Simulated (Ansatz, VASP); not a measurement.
ZnO: VASP beside Ansatz

```
CELL_PARAMETERS angstrom
3.18307 0.00000 0.00000
-1.59153 2.75662 0.00000
0.00000 0.00000 5.09757
ATOMIC_POSITIONS crystal
Zn 0.33333 0.66667 0.00048
Zn 0.66667 0.33333 0.50048
O 0.33333 0.66667 0.38162
O 0.66667 0.33333 0.88162
```

Change from the starting cell: volume scaled by 0.94, ions relaxed.

Alike in both runs: task relaxation of the atoms; functional PBE; k mesh 11 × 11 × 6; occupations fermi-dirac, width 0.02 eV; no spin polarisation.

|  | VASP | Ansatz |
| --- | --- | --- |
| version | VASP 6.6.1 | Ansatz 0.2.0 |
| potentials or method | VASP PAW PBE potentials, release 64 (Zn, O) | plane-wave PAW, scalar-relativistic |
| plane-wave cutoff (eV) | 520 | 420 |
| valence electrons in the cell | 36 | 36 |

```csv
,VASP,Ansatz,Ansatz less VASP
"gap on the k mesh at the Fermi level, each at its own relaxed structure (eV)",0.88,0.89,+0.012
```

Ansatz's warnings: stress scf threshold loose.

Noted on VASP's run: the relaxation stopped at its first step, so nothing moved.
